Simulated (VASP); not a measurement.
Crystal: MgO.

```xyz
4
Lattice="3.2888 0.0000 0.0000 -1.6444 2.8482 0.0000 0.0000 0.0000 5.0323" Properties=species:S:1:pos:R:3 pbc="T T T"
Mg    0.0073    1.7346    0.1005
Mg    1.2833    0.8960    2.4564
O     0.1983    2.0335    1.8594
O     1.7998    1.0323    4.6881
```

```yaml
Program: VASP 6.6.1
Task: relaxation of cell and atoms
Functional: r2SCAN
Potentials_or_basis: VASP PAW PBE potentials, release 64 (Mg, O)
Cutoff: 600 eV
k_mesh: 6 × 6 × 4
Occupations: gaussian, width 0.05 eV
Spin: no spin polarisation
```

At the start: pressure 17.7 GPa; volume 11.78 Å³/atom.

Problem. Where does the relaxation end?

Solution. Over 29 steps the energy falls by 537.1 meV/atom and the volume is 11.72 Å³/atom (-0.6 %); space group P1 (No. 1, to 0.1 Å) before, P6_3mc (No. 186, to 0.1 Å).

Step by step:
```csv
step,energy change (eV),largest force (eV/Å),pressure (GPa),volume (Å³)
1,0.0000,5.6226,17.66,47.14
2,-0.3346,5.8765,-6.30,56.43
3,-1.1404,2.8528,-2.86,51.16
4,-1.1441,2.7635,-2.49,50.99
5,-1.7064,1.2209,-8.66,51.32
6,-1.7497,1.4462,-9.38,51.44
7,-1.9875,1.2013,1.90,46.40
8,-1.9930,1.2374,0.01,47.00
9,-2.0856,0.3188,0.73,46.61
10,-2.0864,0.3162,0.88,46.57
11,-2.1161,0.2746,0.06,46.89
12,-2.1212,0.4248,-0.39,47.10
13,-2.1401,0.2240,-0.43,47.10
14,-2.1439,0.1743,-0.44,47.09
15,-2.1466,0.1028,0.28,46.82
16,-2.1467,0.0695,0.16,46.87
17,-2.1474,0.0483,0.00,46.92
18,-2.1476,0.0653,-0.13,46.95
19,-2.1480,0.0263,-0.07,46.92
20,-2.1480,0.0267,-0.05,46.91
21,-2.1481,0.0133,0.04,46.87
22,-2.1481,0.0219,0.11,46.84
23,-2.1482,0.0138,-0.01,46.88
24,-2.1482,0.0141,-0.03,46.89
25,-2.1482,0.0126,-0.09,46.90
26,-2.1482,0.0124,-0.05,46.89
27,-2.1482,0.0125,-0.04,46.89
28,-2.1482,0.0125,-0.04,46.89
29,-2.1482,0.0058,-0.02,46.87
```

Final structure:
```
Mg O
1.0
     3.28278   -0.00212    0.00171
    -1.64004    2.84286    0.00023
    -0.00448   -0.00434    5.02445
Mg O
2 2
Direct
  0.33335 0.66666 0.00493
  0.66673 0.33345 0.50490
  0.33328 0.66651 0.39970
  0.66664 0.33338 0.89968
```

Caveat: the PAW data sets were made with another functional, which shifts forces and pressure a little.
